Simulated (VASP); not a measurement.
Runs of VASP 6.6.1 on MgO. Symmetry: P6_3/mmc, No. 194, hexagonal system. The conventional cell has a = 3.484 Å, b = 3.484 Å, c = 4.185 Å, α = 90.00°, β = 90.00°, γ = 120.00°. Mg (site symmetry -6m2) has 5 O at 2.01 to 2.09 Å within 2.7 Å. Within 2.7 Å of O (site symmetry -6m2) lie 5 Mg at 2.01 to 2.09 Å. 

```csv
level,k mesh,smearing,gap on the mesh (eV),pressure (GPa)
PBE,6 × 6 × 4,gaussian 0.01 eV,3.44,3.8
PBE+D3(BJ),6 × 6 × 4,gaussian 0.01 eV,3.44,(a)
PBE,6 × 6 × 4,methfessel-paxton 0.2 eV,3.44,3.8
PBE,3 × 3 × 3,gaussian 0.01 eV,3.43,3.8
PBE,6 × 6 × 4,methfessel-paxton 0.001 eV,3.44,3.8
PBE,2 × 2 × 2,gaussian 0.01 eV,3.41,3.9
PBE,6 × 6 × 4,fermi-dirac 0.05 eV,3.44,3.8
```

Alike in all rows: task single point; potentials or basis VASP PAW PBE potentials, release 64 (Mg, O); no spin polarisation; cell as given; cutoff (eV) 600.

Fill in the values left out.

(a) 0.0.

Caveats: some runs use coarse meshes; the cell stands under pressure (at least some runs).

